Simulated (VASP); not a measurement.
# C (Fd-3m) in VASP: single point with r2SCAN

Aim: the single point of C with r2SCAN.

Everything below comes from runs of VASP 6.6.1. Logs are shortened: lines on timing, memory, paths and dates and some standing lists are left out, and cuts for length are marked.

## Step 1: The cell of the first run

It takes space group Fd-3m (No. 227, cubic). The conventional cell has a = 3.567 Å, b = 3.567 Å, c = 3.567 Å, α = 90.00°, β = 90.00°, γ = 90.00°. C (site symmetry -43m) has 4 C at 1.54 Å within 2.1 Å.

## Step 2: Single point, r2SCAN

POSCAR reads:

```
C
1.0
    0.0000000000      1.7833800000      1.7833800000
    1.7833800000      0.0000000000      1.7833800000
    1.7833800000      1.7833800000      0.0000000000
C
2
Direct
    0.5000000000      0.5000000000      0.5000000000
    0.7500000000      0.7500000000      0.7500000000
```

INCAR.step1 reads:

```
SYSTEM = C
  ALGO = Normal
  EDIFF = 1E-5
  ENCUT = 910
  GGA = PE
  GGA_COMPAT = .FALSE.
  ISMEAR = 0
  LASPH = .TRUE.
  LCHARG = .FALSE.
  LREAL = .FALSE.
  LWAVE = .TRUE.
  NBANDS = 11
  NELM = 120
  PREC = Accurate
  SIGMA = 0.01
```

INCAR.step2 reads:

```
SYSTEM = C
  ALGO = Normal
  EDIFF = 1E-6
  ENCUT = 910
  GGA_COMPAT = .FALSE.
  ISIF = 2
  ISMEAR = 0
  ISTART = 1
  LASPH = .TRUE.
  LCHARG = .FALSE.
  LMIXTAU = .TRUE.
  LREAL = .FALSE.
  LWAVE = .FALSE.
  METAGGA = R2SCAN
  NBANDS = 11
  NELM = 120
  PREC = Accurate
  SIGMA = 0.01
```

KPOINTS reads:

```
k-points
0
G
  12 12 12
  0 0 0
```

Potentials or basis: VASP PAW PBE potentials, release 64 (C_h).

Started as:

```sh
cat potpaw_PBE.64/C_h/POTCAR > POTCAR
cp INCAR.step1 INCAR
mpirun -np 1 vasp_std > vasp.out
cp INCAR.step2 INCAR
mpirun -np 1 vasp_std > vasp.out
```

OUTCAR:

```text
SYSTEM = C
   EDIFF = 1E-6
   ENCUT = 910
   ISIF = 2
   ISMEAR = 0
   ISTART = 1
   LASPH = .TRUE.
   LREAL = .FALSE.
   METAGGA = R2SCAN
   NELM = 120
   PREC = Accurate

 ion  position               nearest neighbor table
   1  0.500  0.500  0.500-
   2  0.750  0.750  0.750-

  LATTYP: Found a face centered cubic cell.
 ALAT       =     3.5667600000

  Lattice vectors:

 A1 = (   0.0000000000,   1.7833800000,   1.7833800000)
 A2 = (   1.7833800000,   0.0000000000,   1.7833800000)
 A3 = (   1.7833800000,   1.7833800000,   0.0000000000)

Analysis of symmetry for initial positions (statically):
=====================================================================
 Subroutine PRICEL returns:
 Original cell was already a primitive cell.

 Routine SETGRP: Setting up the symmetry group for a
 face centered cubic supercell.

 Subroutine GETGRP returns: Found 48 space group operations
 (whereof 24 operations were pure point group operations)
 out of a pool of 48 trial point group operations.

The static configuration has the point symmetry T_d .
 The point group associated with its full space group is O_h .

Analysis of symmetry for dynamics (positions and initial velocities):
=====================================================================
 Subroutine PRICEL returns:
 Original cell was already a primitive cell.

 Routine SETGRP: Setting up the symmetry group for a
 face centered cubic supercell.

 Subroutine GETGRP returns: Found 48 space group operations
 (whereof 24 operations were pure point group operations)
 out of a pool of 48 trial point group operations.

The dynamic configuration has the point symmetry T_d .
 The point group associated with its full space group is O_h .

 Subroutine INISYM returns: Found 48 space group operations
 (whereof 24 operations are pure point group operations),
 and found     1 'primitive' translations

----------------------------------------------------------------------------------------

                                     Primitive cell

  volume of cell :      11.3439

  direct lattice vectors                    reciprocal lattice vectors
     0.000000000  1.783380000  1.783380000    -0.280366495  0.280366495  0.280366495
     1.783380000  0.000000000  1.783380000     0.280366495 -0.280366495  0.280366495
     1.783380000  1.783380000  0.000000000     0.280366495  0.280366495 -0.280366495

  length of vectors
     2.522080183  2.522080183  2.522080183     0.485609014  0.485609014  0.485609014

  position of ions in fractional coordinates (direct lattice)
     0.500000000  0.500000000  0.500000000
     0.750000000  0.750000000  0.750000000

  ion indices of the primitive-cell ions
   primitive index   ion index
                 1           1
                 2           2

----------------------------------------------------------------------------------------

 KPOINTS: k-points

Automatic generation of k-mesh.
 Grid dimensions read from file:
 generate k-points for:   12   12   12

 Generating k-lattice:

  Cartesian coordinates                     Fractional coordinates (reciprocal lattice)
    -0.023363875  0.023363875  0.023363875     0.083333333  0.000000000  0.000000000
     0.023363875 -0.023363875  0.023363875     0.000000000  0.083333333  0.000000000
     0.023363875  0.023363875 -0.023363875     0.000000000  0.000000000  0.083333333

  Length of vectors
     0.040467418  0.040467418  0.040467418

  Shift w.r.t. Gamma in fractional coordinates (k-lattice)
     0.000000000  0.000000000  0.000000000

 Subroutine IBZKPT returns following result:
 ===========================================

 Found     72 irreducible k-points:

 Following reciprocal coordinates:
            Coordinates               Weight
  0.000000  0.000000  0.000000      1.000000
  0.083333  0.000000  0.000000      8.000000
  0.166667  0.000000  0.000000      8.000000
  0.250000  0.000000  0.000000      8.000000
  0.333333  0.000000  0.000000      8.000000
  0.416667  0.000000  0.000000      8.000000
[... 16 lines left out ...]
  0.500000  0.166667  0.000000     24.000000
 -0.416667  0.166667  0.000000     24.000000
 [... further k-points ...]
   k-points           NKPTS =     72   k-points in BZ     NKDIM =     72   number of bands    NBANDS=     11
   number of dos      NEDOS =    301   number of ions     NIONS =      2
   total plane-waves  NPLWV =  21952
   dimension x,y,z NGX =    28 NGY =   28 NGZ =   28
   dimension x,y,z NGXF=    56 NGYF=   56 NGZF=   56
   ions per type =               2
   NGX,Y,Z   is equivalent  to a cutoff of  18.46, 18.46, 18.46 a.u.
   NGXF,Y,Z  is equivalent  to a cutoff of  36.91, 36.91, 36.91 a.u.
 SYSTEM =  C
   PREC   = accura    normal or accurate (medium, high low for compatibility)
   ISTART =      1    job   : 0-new  1-cont  2-samecut
   ICHARG =      0    charge: 1-file 2-atom 10-const
   ISPIN  =      1    spin polarized calculation?
   LNONCOLLINEAR =      F non collinear calculations
   LSORBIT =      F    spin-orbit coupling
   LASPH  =      T    aspherical Exc in radial PAW
   ENCUT  =  910.0 eV  66.88 Ry    8.18 a.u.   6.20  6.20  6.20*2*pi/ulx,y,z
   NELM   =    120;   NELMIN=  2; NELMDL=  0     # of ELM steps
   EDIFF  = 0.1E-05   stopping-criterion for ELM
   LREAL  =      F    real-space projection
   EDIFFG = 0.1E-04   stopping-criterion for IOM
   NSW    =      0    number of steps for IOM
   IBRION =     -1    ionic relax: 0-MD 1-quasi-New 2-CG
   NFREE  =      0    steps in history (QN), initial steepest desc. (CG)
   ISIF   =      2    stress and relaxation
   ISYM   =      2    0-nonsym 1-usesym 2-fastsym
   POTIM  = 0.5000    time-step for ionic-motion
   TEBEG  =    0.0;   TEEND  =   0.0 temperature during run
   PSTRESS=    0.0 pullay stress
   NELECT =       8.0000    total number of electrons
   NUPDOWN=      -1.0000    fix difference up-down
   EMIN   =  10.00;   EMAX   =-10.00  energy-range for DOS
   EFERMI =   0.00;   METHOD = LEGACY
   ISMEAR =     0;   SIGMA  =   0.01  broadening in eV -4-tet -1-fermi 0-gaus
   EFERMI_NEDOS =   21; number of points for ismear=-14 and -15
   IALGO  =     38    algorithm
   IMIX   =      4    mixing-type and parameters
     AMIX     =   0.40;   BMIX     =  1.00
     AMIX_MAG =   1.60;   BMIX_MAG =  1.00
  volume/ion in A,a.u.               =       5.67        38.28
  Fermi-wavevector in a.u.,A,eV,Ry     =   1.457195  2.753699 28.890837  2.123417
  Thomas-Fermi vector in A             =   2.574025
   LORBIT       =      0    0 simple, 1 ext, 2 COOP (PROOUT), +10 PAW based schemes
   METAGGA = R2SCAN    functional components
   LHFCALC =     F    Hartree Fock is set to
   AEXX    =    0.0000 exact exchange contribution
   IVDW    =     0    specifies the selected vdW correction
   LEPSILON=     F    determine dielectric tensor
   LRPA    =     F    only Hartree local field effects (RPA)
 non-spin polarized calculation
 Gauss-broadening in eV      SIGMA  =   0.01
  energy-cutoff  :      910.00
  volume of cell :       11.34
 maximum number of plane-waves:       725
 NGX is ok and might be reduce to    28
   NGX = 13   NGY = 13   NGZ = 13

 number of electron       8.0000000 magnetization

 Free energy of the ion-electron system (eV)
  ---------------------------------------------------
  ext. energy  EPLUGINS =         0.00000000
  ---------------------------------------------------
  free energy    TOTEN  =       -19.71890723 eV

  energy without entropy =      -19.71890723  energy(sigma->0) =      -19.71890723

 E-fermi :  11.0811     XC(G=0): -14.2700

 val. band max:       10.9079974958   @ k =   0.0000   0.0000   0.0000
 cond. band min:      15.2822408740   @ k =   0.3333   0.3333   0.0000
 fundamental gap:      4.3742433781
 Fermi energy:        11.0811086201

 k-point     1 :       0.0000    0.0000    0.0000
  band No.  band energies     occupation
      1     -11.7609      2.00000
      2      10.9080      2.00000
      3      10.9080      2.00000
      4      10.9080      2.00000
      5      16.7870      0.00000
      6      16.7870      0.00000
      7      16.7870      0.00000
      8      24.7602      0.00000
      9      31.3075      0.00000
     10      38.2610      0.00000
     11      38.2610      0.00000

 k-point     2 :       0.0833    0.0000    0.0000
  band No.  band energies     occupation
      1     -11.5601      2.00000
      2       9.5983      2.00000
      3      10.5655      2.00000
      4      10.5655      2.00000
      5      17.2375      0.00000
      6      17.2375      0.00000
      7      17.5480      0.00000
      8      24.9640      0.00000
      9      31.6529      0.00000
     10      36.2324      0.00000
     11      36.2324      0.00000

 k-point     3 :       0.1667    0.0000    0.0000
  band No.  band energies     occupation
      1     -10.9605      2.00000
      2       6.9130      2.00000
      3       9.8226      2.00000
      4       9.8226      2.00000
      5      18.2154      0.00000
      6      18.2154      0.00000
      7      18.6772      0.00000
      8      25.5510      0.00000
      9      32.3738      0.00000
     10      34.5959      0.00000
     11      34.5959      0.00000
[... 267 lines left out ...]
 k-point    23 :       0.5000    0.1667    0.0000
  band No.  band energies     occupation
      1      -5.7941      2.00000
      2      -1.7475      2.00000
      3       5.6156      2.00000
      4       6.7164      2.00000
      5      18.3822      0.00000
      6      22.2335      0.00000
      7      22.6735      0.00000
      8      26.0602      0.00000
      9      32.2239      0.00000
     10      36.1056      0.00000
     11      38.7478      0.00000

 k-point    24 :      -0.4167    0.1667    0.0000
  band No.  band energies     occupation
      1      -5.3696      2.00000
      2      -2.2627      2.00000
      3       5.1071      2.00000
      4       7.1140      2.00000
      5      18.8416      0.00000
      6      21.7093      0.00000
      7      22.6492      0.00000
      8      27.3298      0.00000
      9      31.4578      0.00000
     10      36.1644      0.00000
     11      36.9186      0.00000

 [... further k-points ...]

------------------------ aborting loop because EDIFF is reached ----------------------------------------

  FORCE on cell =-STRESS in cart. coord.  units (eV):
  Direction    XX          YY          ZZ          XY          YZ          ZX
  --------------------------------------------------------------------------------------
  -------------------------------------------------------------------------------------
  Total       -0.2313249     -0.2313249     -0.2313249     -0.0000000     -0.0000000      0.0000000
  in kB      -32.6716712    -32.6716712    -32.6716712     -0.0000000     -0.0000000      0.0000000
  external PRESSURE =     -32.6716712 kB  Pullay stress =       0.0000000 kB

 VOLUME and BASIS-vectors are now :
 -----------------------------------------------------------------------------
  energy-cutoff  :      910.00
  volume of cell :       11.34
      direct lattice vectors                 reciprocal lattice vectors
     0.000000000  1.783380000  1.783380000    -0.280366495  0.280366495  0.280366495
     1.783380000  0.000000000  1.783380000     0.280366495 -0.280366495  0.280366495
     1.783380000  1.783380000  0.000000000     0.280366495  0.280366495 -0.280366495

 POSITION                                       TOTAL-FORCE (eV/Angst)
 -----------------------------------------------------------------------------------
      1.78338      1.78338      1.78338         0.000000      0.000000      0.000000
      2.67507      2.67507      2.67507        -0.000000     -0.000000     -0.000000
 -----------------------------------------------------------------------------------
    total drift:                                0.000000      0.000000      0.000000

  FREE ENERGIE OF THE ION-ELECTRON SYSTEM (eV)
  ---------------------------------------------------
  free  energy   TOTEN  =       -19.7189072320 eV

  energy  without entropy=      -19.7189072320  energy(sigma->0) =      -19.71890723
```

Run time: 71 s. Hardware: 1 thread of Intel Xeon Platinum 8259CL at 2.50GHz (Skylake/Cascade Lake), shared host; peak memory 0.15 GiB.

Results:

```
Free energy            : -19.7189 eV
Pressure               : -3.3 GPa
Band gap on the k mesh : 4.37 eV (least direct gap 5.88 eV)
```

Caveat: the cell stands under tension; the PAW data sets were made with another functional, which shifts forces and pressure a little.
